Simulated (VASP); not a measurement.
A run of VASP 6.6.1:

INCAR

```
SYSTEM = SiGe3
  ALGO = Normal
  EDIFF = 1E-6
  EDIFFG = -0.01
  ENCUT = 600
  GGA = PE
  IBRION = 2
  ISIF = 8
  ISMEAR = 0
  LASPH = .TRUE.
  LCHARG = .FALSE.
  LREAL = .FALSE.
  LWAVE = .FALSE.
  NELM = 100
  NSW = 80
  PREC = Accurate
  SIGMA = 0.02
```

File KPOINTS:

```
k-points
0
G
  6 6 6
  0 0 0
```

Contents of POSCAR:

```
SiGe3
1.0
    5.5500000000      0.0000000000      0.0000000000
    0.0000000000      5.5500000000      0.0000000000
    0.0000000000      0.0000000000      5.5500000000
Si Ge
2 6
Direct
    0.0000000000      0.0000000000      0.0000000000
    0.0000000000      0.5000000000      0.5000000000
    0.5000000000      0.0000000000      0.5000000000
    0.5000000000      0.5000000000      0.0000000000
    0.2500000000      0.2500000000      0.2500000000
    0.2500000000      0.7500000000      0.7500000000
    0.7500000000      0.2500000000      0.7500000000
    0.7500000000      0.7500000000      0.2500000000
```

Potentials or basis: VASP PAW PBE potentials, release 64 (Si, Ge_d).

The run is started by

```sh
$ cat potpaw_PBE.64/Si/POTCAR potpaw_PBE.64/Ge_d/POTCAR > POTCAR
$ mpirun -np 1 vasp_std > vasp.out
```

Hardware: 1 thread of Oxide Virtual Turin-like Processor, on a shared host.

**Question.** How long does it take, and how much memory?

**Answer.** It took 43 min on 1 thread of Oxide Virtual Turin-like Processor, with other jobs on the host, peak memory 0.52 GiB. Counts: scf iterations 52, k points 40, ion steps 5.
